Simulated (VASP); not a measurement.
Set up this calculation in VASP 6.6.1, as the native input.

```yaml
Task: single point
Functional: PBE
Potentials_or_basis: VASP PAW PBE potentials, release 64 (Ga_d, Ge_d)
Cutoff: 500 eV
k_mesh: 4 × 4 × 4
Occupations: gaussian, width 0.0054 eV
Spin: no spin polarisation
Dipole_correction: no
Further_INCAR_settings: ALGO = Normal; EDIFF = 1e-06; NBANDS = 20
```

The structure of GaGe lies in POSCAR:

```
GaGe
1.0
    0.0000000000      2.6968286270      2.6968286270
    2.6968286270      0.0000000000      2.6968286270
    2.6968286270      2.6968286270      0.0000000000
Ga Ge
1 1
Direct
    0.7500000000      0.7500000000      0.7500000000
    0.0000000000      0.0000000000      0.0000000000
```

One way to write it, as run:

INCAR

```
SYSTEM = GaGe
PREC = Accurate
ENCUT = 500
EDIFF = 1E-6
ISMEAR = 0
SIGMA = 0.0054
LREAL = .False.
LASPH = .True.
NELM = 120
ALGO = Normal
ISIF = 2
LWAVE = .False.
LCHARG = .False.
GGA = PE
NBANDS = 20
GGA_COMPAT = .False.
```

KPOINTS

```
Automatic mesh
0
Gamma
  4 4 4
  0 0 0
```

Potentials or basis: VASP PAW PBE potentials, release 64 (Ga_d, Ge_d).

Launch:

```sh
$ cat potpaw_PBE.64/Ga_d/POTCAR potpaw_PBE.64/Ge_d/POTCAR > POTCAR
$ mpirun -np 1 vasp_std > vasp.out
```

Results of the run:

```json
{
 "Pressure": "17.4 GPa"
}
```

Caveat: the k points lie up to 0.50 Å⁻¹ apart.

Run time: 8.9 s on 1 thread of Intel Xeon 6975P-C, with other jobs on the host, peak memory 0.15 GiB.
